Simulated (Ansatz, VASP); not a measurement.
## One calculation of TeS2, two programs

```
Te S
1.0
     3.83449    0.00000    0.00000
    -1.91724    3.32076    0.00000
     0.00000    0.00000    6.75309
Te S
1 2
Cartesian
  0.0000 0.0000 0.0000
  0.0000 2.2138 1.5432
  1.9172 1.1069 5.2099
```

Alike in both runs: task electric field gradients; functional PBE; k mesh 11 × 11 × 6; occupations fermi-dirac, width 0.08 eV; no spin polarisation.

|  | VASP | Ansatz |
| --- | --- | --- |
| version | VASP 6.6.1 | Ansatz 0.2.0 |
| potentials or method | VASP PAW PBE potentials, release 64 (Te, S) | PAW with Ansatz's default frozen-core files, scalar-relativistic |
| plane-wave cutoff (eV) | 520 | 420 |
| valence electrons in the cell | 18 | 28 |

```tsv
	VASP	Ansatz	Ansatz less VASP
pressure (GPa)	-0.2	0.0	+0.17
rms of the force components (eV/Å)	0.010	0.000	-0.0096
size of Vzz on the site where it differs most (V/Å²)	3.3	4.1	+0.84
```

Atom by atom the forces differ by 0.010 eV/Å (rms over components). With one functional, cell and mesh, what is left measures potentials, basis and numerics. VASP's potentials hold 18 valence electrons a cell and Ansatz's 28, so a difference there can come from the potentials and not from the codes.

Spin-orbit coupling is off throughout.
